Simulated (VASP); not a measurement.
Here is a VASP 6.6.1 calculation.

POSCAR

```
W
1.0
    2.7554275669      0.0000000000      0.0000000000
   -1.3777137835      2.3862702713      0.0000000000
    0.0000000000      0.0000000000      4.9595005597
W
2
Direct
    0.3333333333      0.6666666667      0.2500000000
    0.6666666667      0.3333333333      0.7500000000
```

Contents of INCAR.step1:

```
SYSTEM = W
PREC = Accurate
ENCUT = 520
ISMEAR = 0
SIGMA = 0.1
LREAL = .False.
LASPH = .True.
NELM = 60
NBANDS = 21
GGA = PE
ALGO = Normal
EDIFF = 1E-4
LWAVE = .True.
LCHARG = .False.
```

Contents of INCAR.step2:

```
SYSTEM = W
PREC = Accurate
ENCUT = 520
EDIFF = 1E-6
ISMEAR = 0
SIGMA = 0.1
LREAL = .False.
LASPH = .True.
NELM = 60
ALGO = Normal
ISIF = 2
LWAVE = .False.
LCHARG = .False.
METAGGA = R2SCAN
LMIXTAU = .True.
NBANDS = 21
ISTART = 1
```

Contents of KPOINTS:

```
regular mesh
0
Gamma
  24 24 12
  0 0 0
```

Potentials or basis: VASP PAW PBE potentials, release 64 (W_sv).

The run is started by

```sh
$ cat potpaw_PBE.64/W_sv/POTCAR > POTCAR
$ cp INCAR.step1 INCAR
$ mpirun -np 1 vasp_std > vasp.out
$ cp INCAR.step2 INCAR
$ mpirun -np 1 vasp_std > vasp.out
```

Predict the band gap on the k mesh.

zero (band 14 reaches 11.93 eV, above the bottom of band 15 at 10.04 eV).

Predict the pressure.

1.1 GPa.

Caveat: the PAW data sets were made with another functional, which shifts forces and pressure a little; spin-orbit coupling is left out, which moves the levels of the heavy elements.
